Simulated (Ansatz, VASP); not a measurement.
**BN: VASP beside Ansatz**

```
CELL_PARAMETERS angstrom
2.51942 0.00000 0.00000
-1.25971 2.18188 0.00000
0.00000 0.00000 4.16973
ATOMIC_POSITIONS crystal
N 0.33333 0.66667 0.12528
N 0.66667 0.33333 0.62528
B 0.33333 0.66667 0.49972
B 0.66667 0.33333 0.99972
```

Change from the starting cell: volume scaled by 0.96.

Alike in both runs: task single point; functional LDA; k mesh 12 × 12 × 6; occupations fermi-dirac, width 0.05 eV; no spin polarisation.

|  | VASP | Ansatz |
| --- | --- | --- |
| version | VASP 6.6.1 | Ansatz 0.2.0 |
| potentials or method | VASP PAW LDA potentials, release 64 (N, B), cutoff 520 eV | all-electron LAPW, scalar-relativistic |

VASP gave:

- gap on the k mesh at the Fermi level (eV): 4.90
- least direct gap on the mesh (eV): 8.30
- pressure (GPa): 2.7
- traceless stress, the component that is largest in VASP (GPa): -0.14
- rms of the force components (eV/Å): 0.006

Q: Which values does Ansatz return?

A: gap on the k mesh at the Fermi level (eV): 4.91; least direct gap on the mesh (eV): 8.31; pressure (GPa): 1.9; traceless stress, the component that is largest in VASP (GPa): -0.14; rms of the force components (eV/Å): 0.005.

LDA's correlation is that of Perdew and Zunger in VASP and of Perdew and Wang (1992) in Ansatz. Atom by atom the forces differ by 0.001 eV/Å (rms over components). Ansatz ran all-electron here, and VASP with PAW potentials.
